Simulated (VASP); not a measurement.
# N (Fm-3m) in VASP: further runs

N is run at these levels: LDA, PBE; tasks: single point.

Everything below comes from runs of VASP 6.6.1. Logs are shortened: lines on timing, memory, paths and dates and some standing lists are left out, and cuts for length are marked.

## 1. The cell of the first run

The structure is cubic, space group Fm-3m (No. 225). The conventional cell has a = 3.175 Å, b = 3.175 Å, c = 3.175 Å, α = 90.00°, β = 90.00°, γ = 90.00°. N (site symmetry m-3m) has 12 N at 2.25 Å within 3.0 Å.

## 2. Single point, LDA (functional LDA, strained)

The input, INCAR:

```
SYSTEM = N
  PREC = Accurate
  ENCUT = 520
  EDIFF = 1E-6
  ISMEAR = 0
  SIGMA = 0.1
  LREAL = .False.
  LASPH = .True.
  NELM = 80
  ALGO = Normal
  ISIF = 2
  LWAVE = .False.
  LCHARG = .False.
  NBANDS = 8
```

The input, KPOINTS:

```
Automatic mesh
0
Gamma
  22 22 22
  0 0 0
```

The input, POSCAR:

```
N
1.0
    0.0000000000      1.5877437900      1.5877437900
    1.5877437900      0.0000000000      1.5877437900
    1.5877437900      1.5877437900      0.0000000000
N
1
Direct
    0.0000000000      0.0000000000      0.0000000000
```

Potentials or basis: VASP PAW LDA potentials, release 64 (N).

Launch:

```console
cat potpaw_LDA.64/N/POTCAR > POTCAR
mpirun -np 1 vasp_std > vasp.out
```

OUTCAR:

```text
SYSTEM = N
   PREC = Accurate
   ENCUT = 520
   EDIFF = 1E-6
   ISMEAR = 0
   LREAL = .False.
   LASPH = .True.
   NELM = 80
   ISIF = 2

 ion  position               nearest neighbor table
   1  0.000  0.000  0.000-

  LATTYP: Found a face centered cubic cell.
 ALAT       =     3.1754875800

  Lattice vectors:

 A1 = (   0.0000000000,   1.5877437900,   1.5877437900)
 A2 = (   1.5877437900,   0.0000000000,   1.5877437900)
 A3 = (   1.5877437900,   1.5877437900,   0.0000000000)

Analysis of symmetry for initial positions (statically):
=====================================================================
 Subroutine PRICEL returns:
 Original cell was already a primitive cell.

 Routine SETGRP: Setting up the symmetry group for a
 face centered cubic supercell.

 Subroutine GETGRP returns: Found 48 space group operations
 (whereof 48 operations were pure point group operations)
 out of a pool of 48 trial point group operations.

The static configuration has the point symmetry O_h .

Analysis of symmetry for dynamics (positions and initial velocities):
=====================================================================
 Subroutine PRICEL returns:
 Original cell was already a primitive cell.

 Routine SETGRP: Setting up the symmetry group for a
 face centered cubic supercell.

 Subroutine GETGRP returns: Found 48 space group operations
 (whereof 48 operations were pure point group operations)
 out of a pool of 48 trial point group operations.

The dynamic configuration has the point symmetry O_h .

 Subroutine INISYM returns: Found 48 space group operations
 (whereof 48 operations are pure point group operations),
 and found     1 'primitive' translations

----------------------------------------------------------------------------------------

                                     Primitive cell

  volume of cell :       8.0052

  direct lattice vectors                    reciprocal lattice vectors
     0.000000000  1.587743790  1.587743790    -0.314912269  0.314912269  0.314912269
     1.587743790  0.000000000  1.587743790     0.314912269 -0.314912269  0.314912269
     1.587743790  1.587743790  0.000000000     0.314912269  0.314912269 -0.314912269

  length of vectors
     2.245408801  2.245408801  2.245408801     0.545444050  0.545444050  0.545444050

  position of ions in fractional coordinates (direct lattice)
     0.000000000  0.000000000  0.000000000

  ion indices of the primitive-cell ions
   primitive index   ion index
                 1           1

----------------------------------------------------------------------------------------

 KPOINTS: Automatic mesh

Automatic generation of k-mesh.
 Grid dimensions read from file:
 generate k-points for:   22   22   22

 Generating k-lattice:

  Cartesian coordinates                     Fractional coordinates (reciprocal lattice)
    -0.014314194  0.014314194  0.014314194     0.045454545  0.000000000  0.000000000
     0.014314194 -0.014314194  0.014314194     0.000000000  0.045454545  0.000000000
     0.014314194  0.014314194 -0.014314194     0.000000000  0.000000000  0.045454545

  Length of vectors
     0.024792911  0.024792911  0.024792911

  Shift w.r.t. Gamma in fractional coordinates (k-lattice)
     0.000000000  0.000000000  0.000000000

 Subroutine IBZKPT returns following result:
 ===========================================

 Found    328 irreducible k-points:

 Following reciprocal coordinates:
            Coordinates               Weight
  0.000000  0.000000  0.000000      1.000000
  0.045455  0.000000  0.000000      8.000000
  0.090909  0.000000  0.000000      8.000000
  0.136364  0.000000  0.000000      8.000000
  0.181818  0.000000  0.000000      8.000000
  0.227273  0.000000  0.000000      8.000000
[... 16 lines left out ...]
  0.500000  0.045455  0.000000     24.000000
 -0.454545  0.045455  0.000000     24.000000
 [... further k-points ...]
   k-points           NKPTS =    328   k-points in BZ     NKDIM =    328   number of bands    NBANDS=      8
   number of dos      NEDOS =    301   number of ions     NIONS =      1
   total plane-waves  NPLWV =   5832
   dimension x,y,z NGX =    18 NGY =   18 NGZ =   18
   dimension x,y,z NGXF=    36 NGYF=   36 NGZF=   36
   ions per type =               1
   NGX,Y,Z   is equivalent  to a cutoff of  13.33, 13.33, 13.33 a.u.
   NGXF,Y,Z  is equivalent  to a cutoff of  26.65, 26.65, 26.65 a.u.
 SYSTEM =  N
   PREC   = accura    normal or accurate (medium, high low for compatibility)
   ISTART =      0    job   : 0-new  1-cont  2-samecut
   ICHARG =      2    charge: 1-file 2-atom 10-const
   ISPIN  =      1    spin polarized calculation?
   LNONCOLLINEAR =      F non collinear calculations
   LSORBIT =      F    spin-orbit coupling
   LASPH  =      T    aspherical Exc in radial PAW
   ENCUT  =  520.0 eV  38.22 Ry    6.18 a.u.   4.17  4.17  4.17*2*pi/ulx,y,z
   NELM   =     80;   NELMIN=  2; NELMDL= -5     # of ELM steps
   EDIFF  = 0.1E-05   stopping-criterion for ELM
   LREAL  =      F    real-space projection
   EDIFFG = 0.1E-04   stopping-criterion for IOM
   NSW    =      0    number of steps for IOM
   IBRION =     -1    ionic relax: 0-MD 1-quasi-New 2-CG
   NFREE  =      0    steps in history (QN), initial steepest desc. (CG)
   ISIF   =      2    stress and relaxation
   ISYM   =      2    0-nonsym 1-usesym 2-fastsym
   POTIM  = 0.5000    time-step for ionic-motion
   TEBEG  =    0.0;   TEEND  =   0.0 temperature during run
   PSTRESS=    0.0 pullay stress
   NELECT =       5.0000    total number of electrons
   NUPDOWN=      -1.0000    fix difference up-down
   EMIN   =  10.00;   EMAX   =-10.00  energy-range for DOS
   EFERMI =   0.00;   METHOD = LEGACY
   ISMEAR =     0;   SIGMA  =   0.10  broadening in eV -4-tet -1-fermi 0-gaus
   EFERMI_NEDOS =   21; number of points for ismear=-14 and -15
   IALGO  =     38    algorithm
   IMIX   =      4    mixing-type and parameters
     AMIX     =   0.40;   BMIX     =  1.00
     AMIX_MAG =   1.60;   BMIX_MAG =  1.00
  volume/ion in A,a.u.               =       8.01        54.02
  Fermi-wavevector in a.u.,A,eV,Ry     =   1.399397  2.644478 26.644469  1.958313
  Thomas-Fermi vector in A             =   2.522461
   LORBIT       =      0    0 simple, 1 ext, 2 COOP (PROOUT), +10 PAW based schemes
   GGA     = CA    functional components
   LHFCALC =     F    Hartree Fock is set to
   AEXX    =    0.0000 exact exchange contribution
   IVDW    =     0    specifies the selected vdW correction
   LEPSILON=     F    determine dielectric tensor
   LRPA    =     F    only Hartree local field effects (RPA)
 non-spin polarized calculation
 Gauss-broadening in eV      SIGMA  =   0.10
  energy-cutoff  :      520.00
  volume of cell :        8.01
 maximum number of plane-waves:       228
 NGX is ok and might be reduce to    18
   NGX =  9   NGY =  9   NGZ =  9

 number of electron       5.0000000 magnetization

 Free energy of the ion-electron system (eV)
  ---------------------------------------------------
  ext. energy  EPLUGINS =         0.00000000
  ---------------------------------------------------
  free energy    TOTEN  =        -4.66776971 eV

  energy without entropy =       -4.66389349  energy(sigma->0) =       -4.66583160

 E-fermi :   4.4540     XC(G=0): -12.6514

 val. band max:        4.4403311885   @ k =   0.2727   0.2273   0.0000
 cond. band min:       4.4550384205   @ k =   0.2727   0.1818   0.0000
 fundamental gap:      0.0147072320
 Fermi energy:         4.4539817447

 k-point     1 :       0.0000    0.0000    0.0000
  band No.  band energies     occupation
      1     -14.7756      2.00000
      2       8.1959      0.00000
      3       8.1959      0.00000
      4       8.1959      0.00000
      5      26.5539      0.00000
      6      35.4865      0.00000
      7      35.4865      0.00000
      8      35.4865      0.00000

 k-point     2 :       0.0455    0.0000    0.0000
  band No.  band energies     occupation
      1     -14.7042      2.00000
      2       8.0058      0.00000
      3       8.1702      0.00000
      4       8.1702      0.00000
      5      26.6218      0.00000
      6      34.6017      0.00000
      7      35.5763      0.00000
      8      35.5763      0.00000

 k-point     3 :       0.0909    0.0000    0.0000
  band No.  band energies     occupation
      1     -14.4899      2.00000
      2       7.4526      0.00000
      3       8.0975      0.00000
      4       8.0975      0.00000
      5      26.8089      0.00000
      6      33.0420      0.00000
      7      35.8097      0.00000
      8      35.8097      0.00000

 k-point     4 :       0.1364    0.0000    0.0000
  band No.  band energies     occupation
      1     -14.1345      2.00000
      2       6.5762      0.00000
      3       7.9856      0.00000
      4       7.9856      0.00000
      5      27.0643      0.00000
      6      31.5810      0.00000
      7      36.0602      0.00000
      8      36.0602      0.00000

 k-point     5 :       0.1818    0.0000    0.0000
  band No.  band energies     occupation
      1     -13.6415      2.00000
      2       5.4356      0.00000
      3       7.8465      0.00000
      4       7.8465      0.00000
      5      27.2899      0.00000
      6      30.4335      0.00000
      7      36.1050      0.00000
      8      36.1050      0.00000
[... 177 lines left out ...]
 k-point    22 :       0.4545    0.0455    0.0000
  band No.  band energies     occupation
      1      -8.9414      2.00000
      2      -2.4151      2.00000
      3       7.0276      0.00000
      4       7.0309      0.00000
      5      26.0209      0.00000
      6      29.3870      0.00000
      7      33.1303      0.00000
      8      33.4868      0.00000

 k-point    23 :       0.5000    0.0455    0.0000
  band No.  band energies     occupation
      1      -8.4090      2.00000
      2      -3.0941      2.00000
      3       6.9452      0.00000
      4       7.0455      0.00000
      5      25.9433      0.00000
      6      29.3690      0.00000
      7      33.0790      0.00000
      8      33.2845      0.00000

 k-point    24 :      -0.4545    0.0455    0.0000
  band No.  band energies     occupation
      1      -8.5268      2.00000
      2      -2.9466      2.00000
      3       6.9027      0.00000
      4       7.1005      0.00000
      5      25.9649      0.00000
      6      29.3879      0.00000
      7      33.1177      0.00000
      8      33.2688      0.00000

 [... further k-points ...]
[... 5 lines left out ...]
  --------------------------------------------------------------------------------------
  -------------------------------------------------------------------------------------
  Total       -1.0835545     -1.0835545     -1.0835545     -0.0000000     -0.0000000      0.0000000
  in kB     -216.8653007   -216.8653007   -216.8653007     -0.0000000     -0.0000000      0.0000000
  external PRESSURE =    -216.8653007 kB  Pullay stress =       0.0000000 kB

 VOLUME and BASIS-vectors are now :
 -----------------------------------------------------------------------------
  energy-cutoff  :      520.00
  volume of cell :        8.01
      direct lattice vectors                 reciprocal lattice vectors
     0.000000000  1.587743790  1.587743790    -0.314912269  0.314912269  0.314912269
     1.587743790  0.000000000  1.587743790     0.314912269 -0.314912269  0.314912269
     1.587743790  1.587743790  0.000000000     0.314912269  0.314912269 -0.314912269

 POSITION                                       TOTAL-FORCE (eV/Angst)
 -----------------------------------------------------------------------------------
      0.00000      0.00000      0.00000         0.000000      0.000000      0.000000
 -----------------------------------------------------------------------------------
    total drift:                               -0.000000     -0.000000     -0.000000

  FREE ENERGIE OF THE ION-ELECTRON SYSTEM (eV)
  ---------------------------------------------------
  free  energy   TOTEN  =        -4.6677697059 eV

  energy  without entropy=       -4.6638934893  energy(sigma->0) =       -4.66583160
```

It took 13 s on 1 thread of Intel Xeon Platinum 8488C (Sapphire Rapids), shared host; peak memory 0.12 GiB.

What came out:

| Quantity | Value |
| --- | --- |
| Free energy | -4.6678 eV |
| Pressure | -21.7 GPa |

Levels at points of the mesh, in eV from the Fermi level:
| k point | band 1 | band 2 | band 3 | band 4 | band 5 |
| --- | --- | --- | --- | --- | --- |
| (0.00, 0.00, 0.00) | -19.23 | 3.74 | 3.74 | 3.74 | 22.10 |
| (0.50, 0.00, 0.00) | -12.87 | -7.66 | 2.65 | 2.65 | 21.35 |
| (0.50, 0.50, 0.00) | -10.53 | -6.28 | 0.13 | 0.13 | 14.67 |

Caveat: the cell differs from its parent crystal (functional LDA, strained).

## 3. Single point, PBE (strained)

The input, INCAR:

```
SYSTEM = N
ALGO = Normal
EDIFF = 1E-6
ENCUT = 520
GGA = PE
ISIF = 2
ISMEAR = 0
LASPH = .True.
LCHARG = .True.
LELF = .True.
LREAL = .False.
LVHAR = .True.
LWAVE = .False.
NBANDS = 8
NELM = 60
PREC = Accurate
SIGMA = 0.1
```

The input, KPOINTS:

```
k-points
0
Gamma
  22 22 22
  0 0 0
```

The input, POSCAR:

```
N
1.0
    0.0000000000      1.5887693037      1.5887693037
    1.5887693037      0.0000000000      1.5887693037
    1.5887693037      1.5887693037      0.0000000000
N
1
Direct
    0.0000000000      0.0000000000      0.0000000000
```

Potentials or basis: VASP PAW PBE potentials, release 64 (N).

Launch:

```console
cat potpaw_PBE.64/N/POTCAR > POTCAR
mpirun -np 1 vasp_std > vasp.out
```

It took 13 s on 1 thread of Intel Xeon Platinum 8488C (Sapphire Rapids), shared host; peak memory 0.12 GiB.

Results (log left out):

```yaml
Free_energy: -3.8287 eV
Pressure: -8.8 GPa
```

Levels at points of the mesh, in eV from the Fermi level:
| k point | band 1 | band 2 | band 3 | band 4 | band 5 | band 6 |
| --- | --- | --- | --- | --- | --- | --- |
| (0.00, 0.00, 0.00) | -19.36 | 3.72 | 3.72 | 3.72 | 22.00 | 31.15 |
| (0.50, 0.00, 0.00) | -13.17 | -7.56 | 2.64 | 2.64 | 21.38 | 25.74 |
| (0.50, 0.50, 0.00) | -10.90 | -6.21 | 0.14 | 0.14 | 14.87 | 18.48 |

Caveat: the cell differs from its parent crystal (strained).

(Part 1 of 2 ends here.)
